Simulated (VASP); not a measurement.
TiTe2:

```
CELL_PARAMETERS angstrom
3.77700 0.00000 0.00000
-1.88850 3.27098 0.00000
0.00000 0.00000 6.49800
ATOMIC_POSITIONS crystal
Ti 0.00000 0.00000 0.00000
Te 0.66667 0.33333 0.26280
Te 0.33333 0.66667 0.73720
```

| Property | Result |
| --- | --- |
| Program | VASP 6.6.1 |
| Task | relaxation of cell and atoms |
| Functional | PBE |
| Dispersion | D3(BJ) |
| Potentials or basis | VASP PAW PBE potentials, release 64 (Ti_sv, Te) |
| Cutoff | 600 eV |
| k mesh | 12 × 12 × 4 |
| Occupations | fermi-dirac, width 0.02 eV |
| Spin | no spin polarisation |

At the start: pressure -2.1 GPa; volume 26.76 Å³/atom.

Q: Where does the relaxation end?

A: Over 11 steps the energy falls by 12.0 meV/atom and the volume is 25.15 Å³/atom (-6.0 %); space group P-3m1 (No. 164, to 0.1 Å) before and after.

The path:
```tsv
step	energy change (eV)	largest force (eV/Å)	pressure (GPa)	volume (Å³)
1	0.0000	0.0348	-2.08	80.28
2	-0.0148	0.4593	1.21	76.31
3	-0.0188	0.3214	0.10	77.53
4	-0.0274	0.2130	0.06	76.91
5	-0.0316	0.0625	0.02	76.11
6	-0.0338	0.0313	-0.11	76.02
7	-0.0355	0.0360	-0.34	75.83
8	-0.0345	0.0728	0.60	74.78
9	-0.0359	0.0009	-0.03	75.47
10	-0.0359	0.0001	-0.03	75.48
11	-0.0359	0.0002	0.00	75.44
```

Final structure:
```yaml
crystal:
  lattice:
    - [3.70203, 0.00000, 0.00000]
    - [-1.85101, 3.20605, 0.00000]
    - [0.00000, 0.00000, 6.35653]
  atoms:
    - { symbol: Ti, position: [0.00000, 0.00000, 0.00000] }
    - { symbol: Te, position: [0.66667, 0.33333, 0.27164] }
    - { symbol: Te, position: [0.33333, 0.66667, 0.72836] }
```
